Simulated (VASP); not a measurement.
Wanted: the native input for a VASP 6.6.1 run.

| Item | Value |
| --- | --- |
| Task | single point |
| Functional | PBE |
| Potentials or basis | VASP PAW PBE potentials, release 64 (In_d, Cu, O) |
| Cutoff | 520 eV |
| k mesh | 7 × 7 × 7 |
| Occupations | fermi-dirac, width 0.1 eV |
| Spin | no spin polarisation |
| Dipole correction | no |
| Further INCAR settings | ALGO = Normal; EDIFF = 1e-06; NBANDS = 40 |

The structure of In2CuO4 lies in POSCAR:

```
In2CuO4
1.0
   -1.9191125069      1.9191125069      5.6804244984
    1.9191125069     -1.9191125069      5.6804244984
    1.9191125069      1.9191125069     -5.6804244984
In Cu O
2 1 4
Direct
    0.3462329661      0.3462329661      0.0000000000
    0.6537670339      0.6537670339      0.0000000000
    0.0000000000      0.0000000000      0.0000000000
    0.5000000000      0.0000000000      0.5000000000
    0.0000000000      0.5000000000      0.5000000000
    0.7500000000      0.2500000000      0.5000000000
    0.2500000000      0.7500000000      0.5000000000
```

These files were run (other wordings do the same):

INCAR

```
SYSTEM = In2CuO4
PREC     = Accurate       ! precision mode
ENCUT    = 520            ! plane-wave cutoff, eV
EDIFF    = 1E-6           ! SCF threshold, eV
ISMEAR   = -1             ! smearing method
SIGMA    = 0.1            ! smearing width, eV
LREAL    = .False.        ! projectors in reciprocal space
LASPH    = .True.         ! aspherical terms in the spheres
NELM     = 100            ! most SCF steps
ALGO     = Normal         ! electronic algorithm
ISIF     = 2              ! what is computed and relaxed
LWAVE    = .False.        ! write WAVECAR
LCHARG   = .False.        ! write CHGCAR
GGA      = PE             ! functional
NBANDS   = 40             ! bands
```

KPOINTS

```
Automatic mesh
0
Gamma
  7 7 7
  0 0 0
```

Potentials or basis: VASP PAW PBE potentials, release 64 (In_d, Cu, O).

Run with:

```sh
$ cat potpaw_PBE.64/In_d/POTCAR potpaw_PBE.64/Cu/POTCAR potpaw_PBE.64/O/POTCAR > POTCAR
$ mpirun -np 1 vasp_std > vasp.out
```

Results of the run:

* Pressure: 0.5 GPa
* Largest force: 0.028 eV/Å
* Band gap on the k mesh: zero (an odd number of electrons rules out a gap without spin polarisation)

Caveat: spin-orbit coupling is left out, which moves the levels of the heavy elements; an odd number of electrons without spin polarisation forces a metal; a magnetic or distorted state may lie lower; semilocal functionals often make such compounds metallic where correlation or magnetic order opens a gap, which also shifts bond lengths.

Run time: 3.9 min on 1 thread of AMD EPYC 9R45 96-Core Processor (Zen 5), on a shared host, peak memory 0.36 GiB.
